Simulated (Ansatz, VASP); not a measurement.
**AlNi: VASP beside Ansatz**

Contents of INCAR:

```
SYSTEM = AlNi
PREC     = Accurate       ! precision mode
ENCUT    = 690            ! plane-wave cutoff, eV
EDIFF    = 1E-6           ! SCF threshold, eV
ISMEAR   = -1             ! smearing method
SIGMA    = 0.05           ! smearing width, eV
LREAL    = .FALSE.        ! projectors in reciprocal space
LASPH    = .TRUE.         ! aspherical terms in the spheres
NELM     = 200            ! most SCF steps
ALGO     = Normal         ! electronic algorithm
ISIF     = 2              ! what is computed and relaxed
LWAVE    = .FALSE.        ! write WAVECAR
LCHARG   = .FALSE.        ! write CHGCAR
ISPIN    = 2              ! spin polarisation
MAGMOM   = 1.2 0          ! initial moments
LORBIT   = 11             ! projections on sites
NUPDOWN  = 1.2            ! fixed moment
LMAXMIX  = 4              ! l up to which the mixer works
GGA      = PS             ! functional
NBANDS   = 22             ! bands
GGA_COMPAT= .FALSE.
```

File KPOINTS:

```
Automatic mesh
0
G
  8 8 8
  0 0 0
```

The input POSCAR:

```
AlNi
1.0
    2.8810000000      0.0000000000      0.0000000000
    0.0000000000      2.8810000000      0.0000000000
    0.0000000000      0.0000000000      2.8810000000
Ni Al
1 1
Direct
    0.5000000000      0.5000000000      0.5000000000
    0.0000000000      0.0000000000      0.0000000000
```

File input.yaml:

```yaml
crystal:
  lattice:
    - [2.881, 0.0, 0.0]
    - [0.0, 2.881, 0.0]
    - [0.0, 0.0, 2.881]
  atoms:
    - { symbol: Ni, position: [0.5, 0.5, 0.5], spin: 1.2 }
    - { symbol: Al, position: [0.0, 0.0, 0.0] }
hamiltonian:
  xc: pbesol
  pseudopotentials: { kind: paw }
magnetization:
  spin_polarized: true
  initial_magnetization: 1.2
  spin_locking: { lock_magnetization: hard }
kpoints:
  mp_grid: { grid: [8, 8, 8] }
scf:
  occupations: { method: fermi_dirac, width: 0.05 }
  lower_state_search: "off"
output:
  forces: true
  stress: true
  eigenvalues: true
  write_density: true
  write_potential: true
  elf: true
  volumetric_format: npy
```

Alike in both runs: task single point; functional PBEsol; k mesh 8 × 8 × 8; occupations fermi-dirac, width 0.05 eV; collinear spin; fixed moment 1.2 μB.

|  | VASP | Ansatz |
| --- | --- | --- |
| version | VASP 6.6.1 | Ansatz 0.2.0 |
| potentials or method | VASP PAW PBE potentials, release 64 (Ni_sv_GW, Al) | Ansatz PAW |
| plane-wave cutoff (eV) | 690 | 420 |
| valence electrons in the cell | 21 | 21 |

```tsv
	VASP	Ansatz	Ansatz less VASP
pressure (GPa)	1.6	2.6	+1.03
net moment per atom (μB)	0.60	0.60	0.000
size of the moment on the site where the two differ most (μB)	0.07	0.12	+0.048
```

VASP's potentials were made for PBE, not for PBEsol. Site moments also hang on the region over which each program counts them. With one functional, cell and mesh, what is left measures potentials, basis and numerics.
